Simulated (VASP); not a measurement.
# SiNi (P2_13) in VASP: notebook

Runs on SiNi. Level: PBEsol. Tasks: single point.

Everything below comes from runs of VASP 6.6.1. Logs are shortened: lines on timing, memory, paths and dates and some standing lists are left out, and cuts for length are marked.

### Step 1. The cell of the first run

Symmetry: P2_13, No. 198, cubic system. Conventional cell: a = 4.512 Å, b = 4.512 Å, c = 4.512 Å, α = 90.00°, β = 90.00°, γ = 90.00°. Within 3.1 Å of Si (site symmetry 3) lie 7 Ni at 2.36 to 2.45 Å and 6 Si at 2.79 Å. Within 3.1 Å of Ni (site symmetry 3) lie 7 Si at 2.36 to 2.45 Å and 6 Ni at 2.78 Å.

### Step 2. Single point, PBEsol (volume scaled by 1.03, then relaxed in part)

INCAR reads:

```
SYSTEM = SiNi
  ALGO = Normal
  EDIFF = 1E-6
  ENCUT = 520
  GGA = PS
  ISIF = 2
  ISMEAR = 0
  LASPH = .TRUE.
  LCHARG = .FALSE.
  LREAL = .FALSE.
  LWAVE = .FALSE.
  NBANDS = 38
  NELM = 80
  PREC = Accurate
  SIGMA = 0.1
```

KPOINTS reads:

```
k-points
0
G
  8 8 8
  0 0 0
```

POSCAR reads:

```
SiNi
1.0
    4.5122172428      0.0000000000      0.0000000000
    0.0000000000      4.5122172428      0.0000000000
    0.0000000000      0.0000000000      4.5122172428
Si Ni
4 4
Direct
    0.8463998365      0.8463998365      0.8463998365
    0.6536001635      0.1536001635      0.3463998365
    0.3463998365      0.6536001635      0.1536001635
    0.1536001635      0.3463998365      0.6536001635
    0.1489181572      0.1489181572      0.1489181572
    0.3510818428      0.8510818428      0.6489181572
    0.6489181572      0.3510818428      0.8510818428
    0.8510818428      0.6489181572      0.3510818428
```

Potentials or basis: VASP PAW PBE potentials, release 64 (Si, Ni).

Launch:

```bash
cat potpaw_PBE.64/Si/POTCAR potpaw_PBE.64/Ni/POTCAR > POTCAR
mpirun -np 1 vasp_std > vasp.out
```

OUTCAR:

```text
SYSTEM = SiNi
   EDIFF = 1E-6
   ENCUT = 520
   GGA = PS
   ISIF = 2
   ISMEAR = 0
   LASPH = .TRUE.
   LREAL = .FALSE.
   NELM = 80
   PREC = Accurate

 ion  position               nearest neighbor table
   1  0.846  0.846  0.846-   5 2.36   6 2.41   7 2.41   8 2.41   7 2.45   8 2.45   6 2.45   3 2.79
                             4 2.79   2 2.79   2 2.79   4 2.79   3 2.79
   2  0.654  0.154  0.346-   6 2.36   5 2.41   7 2.41   8 2.41   7 2.45   8 2.45   5 2.45   1 2.79
                             1 2.79   3 2.79   3 2.79   4 2.79   4 2.79
   3  0.346  0.654  0.154-   7 2.36   6 2.41   5 2.41   8 2.41   8 2.45   6 2.45   5 2.45   1 2.79
                             4 2.79   2 2.79   2 2.79   4 2.79   1 2.79
   4  0.154  0.346  0.654-   8 2.36   6 2.41   7 2.41   5 2.41   6 2.45   5 2.45   7 2.45   1 2.79
                             3 2.79   2 2.79   1 2.79   2 2.79   3 2.79
   5  0.149  0.149  0.149-   1 2.36   2 2.41   3 2.41   4 2.41   3 2.45   4 2.45   2 2.45   6 2.78
                             7 2.78   8 2.78   6 2.78   8 2.78   7 2.78
   6  0.351  0.851  0.649-   2 2.36   1 2.41   3 2.41   4 2.41   3 2.45   4 2.45   1 2.45   8 2.78
                             5 2.78   5 2.78   7 2.78   7 2.78   8 2.78
   7  0.649  0.351  0.851-   3 2.36   2 2.41   1 2.41   4 2.41   4 2.45   2 2.45   1 2.45   8 2.78
                             5 2.78   8 2.78   6 2.78   6 2.78   5 2.78
   8  0.851  0.649  0.351-   4 2.36   2 2.41   3 2.41   1 2.41   2 2.45   1 2.45   3 2.45   7 2.78
                             5 2.78   7 2.78   5 2.78   6 2.78   6 2.78

  LATTYP: Found a simple cubic cell.
 ALAT       =     4.5122172428

  Lattice vectors:

 A1 = (   4.5122172428,   0.0000000000,   0.0000000000)
 A2 = (   0.0000000000,   4.5122172428,   0.0000000000)
 A3 = (   0.0000000000,   0.0000000000,   4.5122172428)

Analysis of symmetry for initial positions (statically):
=====================================================================
 Subroutine PRICEL returns:
 Original cell was already a primitive cell.

 Routine SETGRP: Setting up the symmetry group for a
 simple cubic supercell.

 Subroutine GETGRP returns: Found 12 space group operations
 (whereof  3 operations were pure point group operations)
 out of a pool of 48 trial point group operations.

The static configuration has the point symmetry C_3 .
 The point group associated with its full space group is T   .

Analysis of symmetry for dynamics (positions and initial velocities):
=====================================================================
 Subroutine PRICEL returns:
 Original cell was already a primitive cell.

 Routine SETGRP: Setting up the symmetry group for a
 simple cubic supercell.

 Subroutine GETGRP returns: Found 12 space group operations
 (whereof  3 operations were pure point group operations)
 out of a pool of 48 trial point group operations.

The dynamic configuration has the point symmetry C_3 .
 The point group associated with its full space group is T   .

 Subroutine INISYM returns: Found 12 space group operations
 (whereof  3 operations are pure point group operations),
 and found     1 'primitive' translations

----------------------------------------------------------------------------------------

                                     Primitive cell

  volume of cell :      91.8692

  direct lattice vectors                    reciprocal lattice vectors
     4.512217243  0.000000000  0.000000000     0.221620535  0.000000000  0.000000000
     0.000000000  4.512217243  0.000000000     0.000000000  0.221620535  0.000000000
     0.000000000  0.000000000  4.512217243     0.000000000  0.000000000  0.221620535

  length of vectors
     4.512217243  4.512217243  4.512217243     0.221620535  0.221620535  0.221620535

  position of ions in fractional coordinates (direct lattice)
     0.846399836  0.846399836  0.846399836
     0.653600164  0.153600164  0.346399836
     0.346399836  0.653600164  0.153600164
     0.153600164  0.346399836  0.653600164
     0.148918157  0.148918157  0.148918157
     0.351081843  0.851081843  0.648918157
     0.648918157  0.351081843  0.851081843
     0.851081843  0.648918157  0.351081843

  ion indices of the primitive-cell ions
   primitive index   ion index
                 1           1
                 2           2
                 3           3
                 4           4
                 5           5
                 6           6
                 7           7
                 8           8

----------------------------------------------------------------------------------------

 KPOINTS: k-points

Automatic generation of k-mesh.
 Grid dimensions read from file:
 generate k-points for:    8    8    8

 Generating k-lattice:

  Cartesian coordinates                     Fractional coordinates (reciprocal lattice)
     0.027702567  0.000000000  0.000000000     0.125000000  0.000000000  0.000000000
     0.000000000  0.027702567  0.000000000     0.000000000  0.125000000  0.000000000
     0.000000000  0.000000000  0.027702567     0.000000000  0.000000000  0.125000000

  Length of vectors
     0.027702567  0.027702567  0.027702567

  Shift w.r.t. Gamma in fractional coordinates (k-lattice)
     0.000000000  0.000000000  0.000000000

 Subroutine IBZKPT returns following result:
 ===========================================

 Found     45 irreducible k-points:

 Following reciprocal coordinates:
            Coordinates               Weight
  0.000000  0.000000  0.000000      1.000000
  0.125000  0.000000  0.000000      6.000000
  0.250000  0.000000  0.000000      6.000000
  0.375000  0.000000  0.000000      6.000000
  0.500000  0.000000  0.000000      3.000000
  0.125000  0.125000  0.000000     12.000000
[... 16 lines left out ...]
  0.250000  0.125000  0.125000     24.000000
  0.375000  0.125000  0.125000     24.000000
 [... further k-points ...]
   k-points           NKPTS =     45   k-points in BZ     NKDIM =     45   number of bands    NBANDS=     38
   number of dos      NEDOS =    301   number of ions     NIONS =      8
   total plane-waves  NPLWV =  46656
   dimension x,y,z NGX =    36 NGY =   36 NGZ =   36
   dimension x,y,z NGXF=    72 NGYF=   72 NGZF=   72
   ions per type =               4   4
   NGX,Y,Z   is equivalent  to a cutoff of  13.26, 13.26, 13.26 a.u.
   NGXF,Y,Z  is equivalent  to a cutoff of  26.53, 26.53, 26.53 a.u.
 SYSTEM =  SiNi
   PREC   = accura    normal or accurate (medium, high low for compatibility)
   ISTART =      0    job   : 0-new  1-cont  2-samecut
   ICHARG =      2    charge: 1-file 2-atom 10-const
   ISPIN  =      1    spin polarized calculation?
   LNONCOLLINEAR =      F non collinear calculations
   LSORBIT =      F    spin-orbit coupling
   LASPH  =      T    aspherical Exc in radial PAW
   ENCUT  =  520.0 eV  38.22 Ry    6.18 a.u.   8.39  8.39  8.39*2*pi/ulx,y,z
   NELM   =     80;   NELMIN=  2; NELMDL= -5     # of ELM steps
   EDIFF  = 0.1E-05   stopping-criterion for ELM
   LREAL  =      F    real-space projection
   EDIFFG = 0.1E-04   stopping-criterion for IOM
   NSW    =      0    number of steps for IOM
   IBRION =     -1    ionic relax: 0-MD 1-quasi-New 2-CG
   NFREE  =      0    steps in history (QN), initial steepest desc. (CG)
   ISIF   =      2    stress and relaxation
   ISYM   =      2    0-nonsym 1-usesym 2-fastsym
   POTIM  = 0.5000    time-step for ionic-motion
   TEBEG  =    0.0;   TEEND  =   0.0 temperature during run
   PSTRESS=    0.0 pullay stress
   NELECT =      56.0000    total number of electrons
   NUPDOWN=      -1.0000    fix difference up-down
   EMIN   =  10.00;   EMAX   =-10.00  energy-range for DOS
   EFERMI =   0.00;   METHOD = LEGACY
   ISMEAR =     0;   SIGMA  =   0.10  broadening in eV -4-tet -1-fermi 0-gaus
   EFERMI_NEDOS =   21; number of points for ismear=-14 and -15
   IALGO  =     38    algorithm
   IMIX   =      4    mixing-type and parameters
     AMIX     =   0.40;   BMIX     =  1.00
     AMIX_MAG =   1.60;   BMIX_MAG =  1.00
  volume/ion in A,a.u.               =      11.48        77.50
  Fermi-wavevector in a.u.,A,eV,Ry     =   1.388079  2.623089 26.215205  1.926763
  Thomas-Fermi vector in A             =   2.512239
   LORBIT       =      0    0 simple, 1 ext, 2 COOP (PROOUT), +10 PAW based schemes
   GGA     = PS    functional components
   LHFCALC =     F    Hartree Fock is set to
   AEXX    =    0.0000 exact exchange contribution
   IVDW    =     0    specifies the selected vdW correction
   LEPSILON=     F    determine dielectric tensor
   LRPA    =     F    only Hartree local field effects (RPA)
 non-spin polarized calculation
 Gauss-broadening in eV      SIGMA  =   0.10
  energy-cutoff  :      520.00
  volume of cell :       91.87
 maximum number of plane-waves:      2517
 NGX is ok and might be reduce to    36
   NGX = 17   NGY = 17   NGZ = 17

 number of electron      56.0000008 magnetization

 Free energy of the ion-electron system (eV)
  ---------------------------------------------------
  ext. energy  EPLUGINS =         0.00000000
  ---------------------------------------------------
  free energy    TOTEN  =       -51.54592610 eV

  energy without entropy =      -51.53541088  energy(sigma->0) =      -51.54066849

 E-fermi :  11.7007     XC(G=0): -12.6445

 val. band max:       11.6875682453   @ k =   0.2500   0.2500   0.2500
 cond. band min:      11.7434995647   @ k =   0.2500   0.0000   0.0000
 fundamental gap:      0.0559313195
 Fermi energy:        11.7006510588

 k-point     1 :       0.0000    0.0000    0.0000
  band No.  band energies     occupation
      1      -2.4084      2.00000
      2       2.9810      2.00000
      3       2.9810      2.00000
      4       2.9810      2.00000
      5       5.4833      2.00000
      6       5.4833      2.00000
[... 30 lines left out ...]
     37      16.2422      0.00000
     38      16.2422      0.00000

 k-point     2 :       0.1250    0.0000    0.0000
  band No.  band energies     occupation
      1      -2.2969      2.00000
      2       2.1935      2.00000
      3       3.0561      2.00000
      4       3.5204      2.00000
      5       5.0928      2.00000
      6       5.5480      2.00000
[... 30 lines left out ...]
     37      15.5987      0.00000
     38      16.7324      0.00000
[... 859 lines left out ...]
     37      16.4695      0.00000
     38      16.9246      0.00000

 k-point    24 :       0.3750    0.1250    0.1250
  band No.  band energies     occupation
      1      -1.2088      2.00000
      2       0.3928      2.00000
      3       2.9937      2.00000
      4       3.8744      2.00000
      5       4.7480      2.00000
      6       5.4236      2.00000
[... 30 lines left out ...]
     37      16.2225      0.00000
     38      17.3192      0.00000

 [... further k-points ...]
[... 5 lines left out ...]
  --------------------------------------------------------------------------------------
  -------------------------------------------------------------------------------------
  Total       -3.0676848     -3.0676848     -3.0676848     -0.0000000      0.0000000     -0.0000000
  in kB      -53.4996962    -53.4996962    -53.4996962     -0.0000000      0.0000000     -0.0000000
  external PRESSURE =     -53.4996962 kB  Pullay stress =       0.0000000 kB

 VOLUME and BASIS-vectors are now :
 -----------------------------------------------------------------------------
  energy-cutoff  :      520.00
  volume of cell :       91.87
      direct lattice vectors                 reciprocal lattice vectors
     4.512217243  0.000000000  0.000000000     0.221620535  0.000000000  0.000000000
     0.000000000  4.512217243  0.000000000     0.000000000  0.221620535  0.000000000
     0.000000000  0.000000000  4.512217243     0.000000000  0.000000000  0.221620535

 POSITION                                       TOTAL-FORCE (eV/Angst)
 -----------------------------------------------------------------------------------
      3.81914      3.81914      3.81914        -0.006000     -0.006000     -0.006000
      2.94919      0.69308      1.56303         0.006000      0.006000     -0.006000
      1.56303      2.94919      0.69308        -0.006000      0.006000      0.006000
      0.69308      1.56303      2.94919         0.006000     -0.006000      0.006000
      0.67195      0.67195      0.67195        -0.009428     -0.009428     -0.009428
      1.58416      3.84027      2.92806         0.009428      0.009428     -0.009428
      2.92806      1.58416      3.84027        -0.009428      0.009428      0.009428
      3.84027      2.92806      1.58416         0.009428     -0.009428      0.009428
 -----------------------------------------------------------------------------------
    total drift:                                0.000000      0.000000     -0.000000

  FREE ENERGIE OF THE ION-ELECTRON SYSTEM (eV)
  ---------------------------------------------------
  free  energy   TOTEN  =       -51.5459260975 eV

  energy  without entropy=      -51.5354108778  energy(sigma->0) =      -51.54066849
```

Run time: 65 s. Hardware: 1 thread of Intel Xeon 6975P-C (Granite Rapids), shared host; peak memory 0.28 GiB.

What came out:

* Free energy: -51.5459 eV
* Pressure: -5.3 GPa
* Largest force: 0.016 eV/Å
* Band gap on the k mesh: zero (band 28 reaches 12.69 eV, above the bottom of band 29 at 11.52 eV)

Forces in eV/Å, atoms in the order of the input:
```
Si  -0.006 -0.006 -0.006
Si   0.006  0.006 -0.006
Si  -0.006  0.006  0.006
Si   0.006 -0.006  0.006
Ni  -0.009 -0.009 -0.009
Ni   0.009  0.009 -0.009
Ni  -0.009  0.009  0.009
Ni   0.009 -0.009  0.009
```

Caveat: the PAW data sets were made with another functional, which shifts forces and pressure a little. Spin polarisation is off, so any magnetic state and its effect on volume and gap are missing.

### Step 3. Single point, PBEsol (volume scaled by 1.06, then relaxed in part)

INCAR reads:

```
SYSTEM = SiNi
PREC = Accurate
ENCUT = 520
EDIFF = 1E-6
ISMEAR = 0
SIGMA = 0.1
LREAL = .False.
LASPH = .True.
NELM = 100
ALGO = Normal
ISIF = 2
LWAVE = .False.
LCHARG = .False.
GGA = PS
NBANDS = 38
```

KPOINTS reads:

```
regular mesh
0
Gamma
  8 8 8
  0 0 0
```

POSCAR reads:

```
SiNi
1.0
    4.5556066088      0.0000000000      0.0000000000
    0.0000000000      4.5556066088      0.0000000000
    0.0000000000      0.0000000000      4.5556066088
Si Ni
4 4
Direct
    0.8459158253      0.8459158253      0.8459158253
    0.6540841747      0.1540841747      0.3459158253
    0.3459158253      0.6540841747      0.1540841747
    0.1540841747      0.3459158253      0.6540841747
    0.1473945296      0.1473945296      0.1473945296
    0.3526054704      0.8526054704      0.6473945296
    0.6473945296      0.3526054704      0.8526054704
    0.8526054704      0.6473945296      0.3526054704
```

Potentials or basis: VASP PAW PBE potentials, release 64 (Si, Ni).

Launch:

```bash
cat potpaw_PBE.64/Si/POTCAR potpaw_PBE.64/Ni/POTCAR > POTCAR
mpirun -np 1 vasp_std > vasp.out
```

Wall time 67 s (1 thread of Intel Xeon 6975P-C (Granite Rapids), shared host); peak memory 0.27 GiB.

Results (log left out):

```
Free energy            : -51.4180 eV
Pressure               : -9.9 GPa
Largest force          : 0.005 eV/Å
Band gap on the k mesh : zero (band 28 reaches 12.17 eV, above the bottom of band 29 at 11.05 eV)
```

Forces on the atoms (eV/Å):
```
Si  -0.001 -0.001 -0.001
Si   0.001  0.001 -0.001
Si  -0.001  0.001  0.001
Si   0.001 -0.001  0.001
Ni   0.003  0.003  0.003
Ni  -0.003 -0.003  0.003
Ni   0.003 -0.003 -0.003
Ni  -0.003  0.003 -0.003
```

Levels at points of the mesh, in eV from the Fermi level:
| k point | band 26 | band 27 | band 28 | band 29 | band 30 | band 31 |
| --- | --- | --- | --- | --- | --- | --- |
| (0.00, 0.00, 0.00) | -1.48 | -1.48 | 0.95 | 0.95 | 0.95 | 1.43 |
| (0.50, 0.00, 0.00) | -1.84 | -0.52 | -0.52 | -0.18 | -0.18 | 2.71 |
| (0.50, 0.50, 0.00) | -1.39 | -0.88 | -0.88 | 0.33 | 0.33 | 0.87 |
| (0.50, 0.50, 0.50) | -1.63 | -1.63 | -1.63 | 4.04 | 4.04 | 4.04 |

Caveat: the PAW data sets were made with another functional, which shifts forces and pressure a little. Spin polarisation is off, so any magnetic state and its effect on volume and gap are missing.
